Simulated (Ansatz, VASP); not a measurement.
NiO in VASP and in Ansatz

The input INCAR:

```
SYSTEM = NiO
PREC = Accurate ; ENCUT = 520
EDIFF = 1E-6 ; ISMEAR = -1
SIGMA = 0.05 ; LREAL = .False.
LASPH = .True. ; NELM = 80
ALGO = Normal ; ISIF = 2
LWAVE = .False. ; LCHARG = .True.
GGA = PE ; LELF = .True.
LVHAR = .True. ; NBANDS = 15
```

File KPOINTS:

```
Automatic mesh
0
Gamma
  11 11 11
  0 0 0
```

The input POSCAR:

```
NiO
1.0
    0.0000000000      2.0913095100      2.0913095100
    2.0913095100      0.0000000000      2.0913095100
    2.0913095100      2.0913095100      0.0000000000
Ni O
1 1
Direct
    0.0000000000      0.0000000000      0.0000000000
    0.5000000000      0.5000000000      0.5000000000
```

input.yaml

```yaml
crystal:
  lattice:
    - [0.0, 2.09130951, 2.09130951]
    - [2.09130951, 0.0, 2.09130951]
    - [2.09130951, 2.09130951, 0.0]
  atoms:
    - { symbol: Ni, position: [0.0, 0.0, 0.0] }
    - { symbol: O, position: [0.5, 0.5, 0.5] }
hamiltonian:
  xc: pbe
  pseudopotentials: { kind: paw }
kpoints:
  mp_grid: { grid: [11, 11, 11] }
scf:
  occupations: { method: fermi_dirac, width: 0.05 }
output:
  forces: true
  stress: true
  eigenvalues: true
```

Alike in both runs: task single point; functional PBE; k mesh 11 × 11 × 11; occupations fermi-dirac, width 0.05 eV; no spin polarisation.

|  | VASP | Ansatz |
| --- | --- | --- |
| version | VASP 6.6.1 | Ansatz 0.2.0 |
| potentials or method | VASP PAW PBE potentials, release 64 (Ni, O) | Ansatz PAW |
| plane-wave cutoff (eV) | 520 | 420 |
| valence electrons in the cell | 16 | 24 |

|  | VASP | Ansatz | Ansatz less VASP |
| --- | --- | --- | --- |
| gap on the k mesh at the Fermi level (eV) | none | none | - |
| pressure (GPa) | -2.9 | -3.1 | -0.20 |

A gap of «none» marks a metal or a gap that the smearing closes. The functional is the same, so the differences come from potentials, cutoffs and numerics. VASP's potentials hold 16 valence electrons a cell and Ansatz's 24, so a difference there can come from the potentials and not from the codes.
